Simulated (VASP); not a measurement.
# CrRu (P-6m2) in VASP: a series of runs

The runs below take CrRu through single point, with LDA.

Everything below comes from runs of VASP 6.6.1. Logs are shortened: lines on timing, memory, paths and dates and some standing lists are left out, and cuts for length are marked.

### Step 1. The cell of the first run

The structure is hexagonal, space group P-6m2 (No. 187). The conventional cell has a = 2.553 Å, b = 2.553 Å, c = 4.042 Å, α = 90.00°, β = 90.00°, γ = 120.00°. Within 3.3 Å of Cr (site symmetry -6m2) lie 6 Ru at 2.50 Å and 6 Cr at 2.55 Å. Ru (site symmetry -6m2) has 6 Cr at 2.50 Å and 6 Ru at 2.55 Å within 3.3 Å.

### Step 2. Single point, LDA, collinear spin, ferromagnetic start

The input, INCAR:

```
ALGO     = Normal         # electronic algorithm
EDIFF    = 1E-6           # SCF threshold, eV
ENCUT    = 520            # plane-wave cutoff, eV
GGA      = CA             # functional
ISIF     = 2              # what is computed and relaxed
ISMEAR   = -1             # smearing method
ISPIN    = 2              # spin polarisation
LASPH    = True           # aspherical terms in the spheres
LCHARG   = True           # write CHGCAR
LELF     = True           # ELF
LMAXMIX  = 4              # l up to which the mixer works
LORBIT   = 11             # projections on sites
LREAL    = False          # projectors in reciprocal space
LVHAR    = True         
LWAVE    = False          # write WAVECAR
MAGMOM   = 3.9 0          # initial moments
NBANDS   = 24             # bands
NELM     = 150            # most SCF steps
PREC     = Accurate       # precision mode
SIGMA    = 0.1            # smearing width, eV
```

The input, KPOINTS:

```
k-points
0
Gamma
  12 12 7
```

The input, POSCAR:

```
CrRu
1.0
    2.5526270123      0.0000000000      0.0000000000
   -1.2763135061      2.2106394200      0.0000000000
    0.0000000000      0.0000000000      4.0420552074
Cr Ru
1 1
Direct
    0.6666666667      0.3333333333      0.0000000000
    0.3333333333      0.6666666667      0.5000000000
```

Potentials or basis: VASP PAW LDA potentials, release 64 (Cr_pv, Ru_pv).

Started as:

```sh
> cat potpaw_LDA.64/Cr_pv/POTCAR potpaw_LDA.64/Ru_pv/POTCAR > POTCAR
> mpirun -np 1 vasp_std > vasp.out
```

OUTCAR:

```text
EDIFF = 1E-6
   ENCUT = 520
   GGA = CA
   ISIF = 2
   ISMEAR = -1
   ISPIN = 2
   LASPH = True
   LORBIT = 11
   LREAL = False
   NELM = 150
   PREC = Accurate

 ion  position               nearest neighbor table
   1  0.667  0.333  0.000-   2 2.50   2 2.50   2 2.50   2 2.50   2 2.50   2 2.50
   2  0.333  0.667  0.500-   1 2.50   1 2.50   1 2.50   1 2.50   1 2.50   1 2.50

  LATTYP: Found a hexagonal cell.
 ALAT       =     2.5526270123
 C/A-ratio  =     1.5834883780

  Lattice vectors:

 A1 = (   2.5526270123,   0.0000000000,   0.0000000000)
 A2 = (  -1.2763135061,   2.2106394200,   0.0000000000)
 A3 = (   0.0000000000,   0.0000000000,   4.0420552074)

Analysis of symmetry for initial positions (statically):
=====================================================================
 Subroutine PRICEL returns:
 Original cell was already a primitive cell.

 Routine SETGRP: Setting up the symmetry group for a
 hexagonal supercell.

 Subroutine GETGRP returns: Found 12 space group operations
 (whereof 12 operations were pure point group operations)
 out of a pool of 24 trial point group operations.

The static configuration has the point symmetry D_3h.

Analysis of symmetry for dynamics (positions and initial velocities):
=====================================================================
 Subroutine PRICEL returns:
 Original cell was already a primitive cell.

 Routine SETGRP: Setting up the symmetry group for a
 hexagonal supercell.

 Subroutine GETGRP returns: Found 12 space group operations
 (whereof 12 operations were pure point group operations)
 out of a pool of 24 trial point group operations.

The dynamic configuration has the point symmetry D_3h.

Analysis of structural, dynamic, and magnetic symmetry:
=====================================================================
 Subroutine PRICEL returns:
 Original cell was already a primitive cell.

 Routine SETGRP: Setting up the symmetry group for a
 hexagonal supercell.

 Subroutine GETGRP returns: Found 12 space group operations
 (whereof 12 operations were pure point group operations)
 out of a pool of 24 trial point group operations.

The overall configuration has the point symmetry D_3h.

 Subroutine INISYM returns: Found 12 space group operations
 (whereof 12 operations are pure point group operations),
 and found     1 'primitive' translations

----------------------------------------------------------------------------------------

                                     Primitive cell

  volume of cell :      22.8091

  direct lattice vectors                    reciprocal lattice vectors
     2.552627012  0.000000000  0.000000000     0.391753278  0.226178903  0.000000000
    -1.276313506  2.210639420  0.000000000     0.000000000  0.452357807  0.000000000
     0.000000000  0.000000000  4.042055207     0.000000000  0.000000000  0.247398897

  length of vectors
     2.552627012  2.552626649  4.042055207     0.452357743  0.452357807  0.247398897

  position of ions in fractional coordinates (direct lattice)
     0.666666667  0.333333333  0.000000000
     0.333333333  0.666666667  0.500000000

  ion indices of the primitive-cell ions
   primitive index   ion index
                 1           1
                 2           2

----------------------------------------------------------------------------------------

 KPOINTS: k-points

Automatic generation of k-mesh.
 Grid dimensions read from file:
 generate k-points for:   12   12    7

 Generating k-lattice:

  Cartesian coordinates                     Fractional coordinates (reciprocal lattice)
     0.032646107  0.018848242  0.000000000     0.083333333 -0.000000000  0.000000000
     0.000000000  0.037696484  0.000000000     0.000000000  0.083333333  0.000000000
     0.000000000  0.000000000  0.035342700     0.000000000  0.000000000  0.142857143

  Length of vectors
     0.037696479  0.037696484  0.035342700

  Shift w.r.t. Gamma in fractional coordinates (k-lattice)
     0.000000000  0.000000000  0.000000000

 Subroutine IBZKPT returns following result:
 ===========================================

 Found     76 irreducible k-points:

 Following reciprocal coordinates:
            Coordinates               Weight
  0.000000  0.000000  0.000000      1.000000
  0.083333 -0.000000  0.000000      6.000000
  0.166667  0.000000  0.000000      6.000000
  0.250000  0.000000  0.000000      6.000000
  0.333333  0.000000  0.000000      6.000000
  0.416667  0.000000  0.000000      6.000000
[... 16 lines left out ...]
  0.250000  0.000000  0.142857     12.000000
  0.333333  0.000000  0.142857     12.000000
 [... further k-points ...]
   k-points           NKPTS =     76   k-points in BZ     NKDIM =     76   number of bands    NBANDS=     24
   number of dos      NEDOS =    301   number of ions     NIONS =      2
   total plane-waves  NPLWV =  12000
   dimension x,y,z NGX =    20 NGY =   20 NGZ =   30
   dimension x,y,z NGXF=    40 NGYF=   40 NGZF=   60
   ions per type =               1   1
   NGX,Y,Z   is equivalent  to a cutoff of  13.03, 13.03, 12.34 a.u.
   NGXF,Y,Z  is equivalent  to a cutoff of  26.05, 26.05, 24.68 a.u.
 SYSTEM =  unknown system
   PREC   = accura    normal or accurate (medium, high low for compatibility)
   ISTART =      0    job   : 0-new  1-cont  2-samecut
   ICHARG =      2    charge: 1-file 2-atom 10-const
   ISPIN  =      2    spin polarized calculation?
   LNONCOLLINEAR =      F non collinear calculations
   LSORBIT =      F    spin-orbit coupling
   LASPH  =      T    aspherical Exc in radial PAW
   ENCUT  =  520.0 eV  38.22 Ry    6.18 a.u.   4.75  4.75  7.52*2*pi/ulx,y,z
   NELM   =    150;   NELMIN=  2; NELMDL= -5     # of ELM steps
   EDIFF  = 0.1E-05   stopping-criterion for ELM
   LREAL  =      F    real-space projection
   EDIFFG = 0.1E-04   stopping-criterion for IOM
   NSW    =      0    number of steps for IOM
   IBRION =     -1    ionic relax: 0-MD 1-quasi-New 2-CG
   NFREE  =      0    steps in history (QN), initial steepest desc. (CG)
   ISIF   =      2    stress and relaxation
   ISYM   =      2    0-nonsym 1-usesym 2-fastsym
   POTIM  = 0.5000    time-step for ionic-motion
   TEBEG  =    0.0;   TEEND  =   0.0 temperature during run
   PSTRESS=    0.0 pullay stress
   NELECT =      26.0000    total number of electrons
   NUPDOWN=      -1.0000    fix difference up-down
   EMIN   =  10.00;   EMAX   =-10.00  energy-range for DOS
   EFERMI =   0.00;   METHOD = LEGACY
   ISMEAR =    -1;   SIGMA  =   0.10  broadening in eV -4-tet -1-fermi 0-gaus
   EFERMI_NEDOS =   21; number of points for ismear=-14 and -15
   IALGO  =     38    algorithm
   IMIX   =      4    mixing-type and parameters
     AMIX     =   0.40;   BMIX     =  1.00
     AMIX_MAG =   1.60;   BMIX_MAG =  1.00
  volume/ion in A,a.u.               =      11.40        76.96
  Fermi-wavevector in a.u.,A,eV,Ry     =   1.710134  3.231684 39.791026  2.924558
  Thomas-Fermi vector in A             =   2.788489
   LORBIT       =     11    0 simple, 1 ext, 2 COOP (PROOUT), +10 PAW based schemes
   GGA     = CA    functional components
   LHFCALC =     F    Hartree Fock is set to
   AEXX    =    0.0000 exact exchange contribution
   IVDW    =     0    specifies the selected vdW correction
   LEPSILON=     F    determine dielectric tensor
   LRPA    =     F    only Hartree local field effects (RPA)
 spin polarized calculation
  energy-cutoff  :      520.00
  volume of cell :       22.81
 maximum number of plane-waves:       633
 NGX is ok and might be reduce to    20
   NGX =  9   NGY =  9   NGZ = 15

 number of electron      25.9999997 magnetization       0.0005920

 number of electron      25.9999997 magnetization      -0.0003038

 Free energy of the ion-electron system (eV)
  ---------------------------------------------------
  ext. energy  EPLUGINS =         0.00000000
  ---------------------------------------------------
  free energy    TOTEN  =       -20.97054846 eV

  energy without entropy =      -20.90247764  energy(sigma->0) =      -20.93651305

 E-fermi :  13.2638     XC(G=0): -14.7754

 val. band max:       13.2570637454   @ k =   0.3333   0.0000   0.4286
 cond. band min:      13.2711320240   @ k =   0.3333   0.3333   0.0000
 fundamental gap:      0.0140682786
 Fermi energy:        13.2637660601

 spin component 1

 k-point     1 :       0.0000    0.0000    0.0000
  band No.  band energies     occupation
      1     -30.0735      1.00000
      2     -28.8605      1.00000
      3     -28.8605      1.00000
      4     -28.6492      1.00000
      5     -28.6492      1.00000
      6     -28.5989      1.00000
[... 16 lines left out ...]
     23      33.4655      0.00000
     24      34.8631      0.00000

 k-point     2 :       0.0833   -0.0000    0.0000
  band No.  band energies     occupation
      1     -30.0420      1.00000
      2     -28.9362      1.00000
      3     -28.8841      1.00000
      4     -28.7154      1.00000
      5     -28.6577      1.00000
      6     -28.6121      1.00000
[... 16 lines left out ...]
     23      33.7500      0.00000
     24      34.4630      0.00000

 k-point     3 :       0.1667    0.0000    0.0000
  band No.  band energies     occupation
      1     -29.9516      1.00000
      2     -29.1602      1.00000
      3     -28.9470      1.00000
      4     -28.8738      1.00000
      5     -28.6819      1.00000
      6     -28.6520      1.00000
[... 16 lines left out ...]
     23      33.2624      0.00000
     24      33.8289      0.00000
[... 514 lines left out ...]
 k-point    23 :       0.2500    0.0000    0.1429
  band No.  band energies     occupation
      1     -29.8039      1.00000
      2     -29.4548      1.00000
      3     -29.0914      1.00000
      4     -29.0169      1.00000
      5     -28.7304      1.00000
      6     -28.7303      1.00000
[... 16 lines left out ...]
     23      31.9766      0.00000
     24      32.6576      0.00000

 k-point    24 :       0.3333    0.0000    0.1429
  band No.  band energies     occupation
      1     -29.8658      1.00000
      2     -29.5872      1.00000
      3     -29.2474      1.00000
      4     -29.0968      1.00000
      5     -28.8044      1.00000
      6     -28.7675      1.00000
[... 16 lines left out ...]
     23      30.6564      0.00000
     24      30.7179      0.00000

 [... further k-points ...]

 spin component 2

 k-point     1 :       0.0000    0.0000    0.0000
  band No.  band energies     occupation
      1     -30.0737      1.00000
      2     -28.8606      1.00000
      3     -28.8606      1.00000
      4     -28.6494      1.00000
      5     -28.6494      1.00000
      6     -28.5991      1.00000
[... 16 lines left out ...]
     23      33.4654      0.00000
     24      34.8629      0.00000

 k-point     2 :       0.0833   -0.0000    0.0000
  band No.  band energies     occupation
      1     -30.0421      1.00000
      2     -28.9363      1.00000
      3     -28.8842      1.00000
      4     -28.7156      1.00000
      5     -28.6579      1.00000
      6     -28.6123      1.00000
[... 16 lines left out ...]
     23      33.7500      0.00000
     24      34.4629      0.00000

 k-point     3 :       0.1667    0.0000    0.0000
  band No.  band energies     occupation
      1     -29.9517      1.00000
      2     -29.1602      1.00000
      3     -28.9471      1.00000
      4     -28.8741      1.00000
      5     -28.6821      1.00000
      6     -28.6522      1.00000
[... 16 lines left out ...]
     23      33.2623      0.00000
     24      33.8288      0.00000
[... 514 lines left out ...]
 k-point    23 :       0.2500    0.0000    0.1429
  band No.  band energies     occupation
      1     -29.8040      1.00000
      2     -29.4548      1.00000
      3     -29.0918      1.00000
      4     -29.0169      1.00000
      5     -28.7306      1.00000
      6     -28.7305      1.00000
[... 16 lines left out ...]
     23      31.9765      0.00000
     24      32.6575      0.00000

 k-point    24 :       0.3333    0.0000    0.1429
  band No.  band energies     occupation
      1     -29.8658      1.00000
      2     -29.5873      1.00000
      3     -29.2477      1.00000
      4     -29.0968      1.00000
      5     -28.8046      1.00000
      6     -28.7677      1.00000
[... 16 lines left out ...]
     23      30.6563      0.00000
     24      30.7178      0.00000

 [... further k-points ...]
[... 5 lines left out ...]
  --------------------------------------------------------------------------------------
  -------------------------------------------------------------------------------------
  Total        3.7367802      3.7367788      3.3011204      0.0000000      0.0000000     -0.0000000
  in kB      262.4826612    262.4825617    231.8806101      0.0000000      0.0000000     -0.0000000
  external PRESSURE =     252.2819443 kB  Pullay stress =       0.0000000 kB

 VOLUME and BASIS-vectors are now :
 -----------------------------------------------------------------------------
  energy-cutoff  :      520.00
  volume of cell :       22.81
      direct lattice vectors                 reciprocal lattice vectors
     2.552627012  0.000000000  0.000000000     0.391753278  0.226178903  0.000000000
    -1.276313506  2.210639420  0.000000000     0.000000000  0.452357807  0.000000000
     0.000000000  0.000000000  4.042055207     0.000000000  0.000000000  0.247398897

 POSITION                                       TOTAL-FORCE (eV/Angst)
 -----------------------------------------------------------------------------------
      1.27631      0.73688      0.00000         0.000000      0.000000      0.000000
     -0.00000      1.47376      2.02103        -0.000000      0.000000      0.000000
 -----------------------------------------------------------------------------------
    total drift:                                0.000000      0.000001     -0.000000

  FREE ENERGIE OF THE ION-ELECTRON SYSTEM (eV)
  ---------------------------------------------------
  free  energy   TOTEN  =       -20.9705484613 eV

  energy  without entropy=      -20.9024776396  energy(sigma->0) =      -20.93651305

 total charge

# of ion       s       p       d       tot
------------------------------------------
    1        0.436   6.410   4.346  11.192
    2        0.486   6.389   6.166  13.041
--------------------------------------------------
tot          0.922  12.799  10.512  24.233

 magnetization (x)

# of ion       s       p       d       tot
------------------------------------------
    1       -0.000  -0.000  -0.000  -0.000
    2        0.000  -0.000   0.000   0.000
--------------------------------------------------
tot         -0.000  -0.000  -0.000  -0.000
```

It took 33 s on 1 thread of Intel Xeon 6975P-C (Granite Rapids), shared host; peak memory 0.17 GiB.

Results:

* Free energy: -20.9705 eV
* Pressure: 25.2 GPa
* Band gap on the k mesh: zero (filled and empty bands overlap)
* Net moment: 0.00 μB per cell
* Valence electrons inside the program's atomic spheres: Cr 11.19; Ru 13.04

Stress tensor (GPa, compression positive):
```
26.25  0.00  0.00
 0.00 26.25  0.00
 0.00  0.00 23.19
```

Caveat: the starting moments collapsed, and a magnetic state may lie lower.

(Part 1 of 2 ends here.)
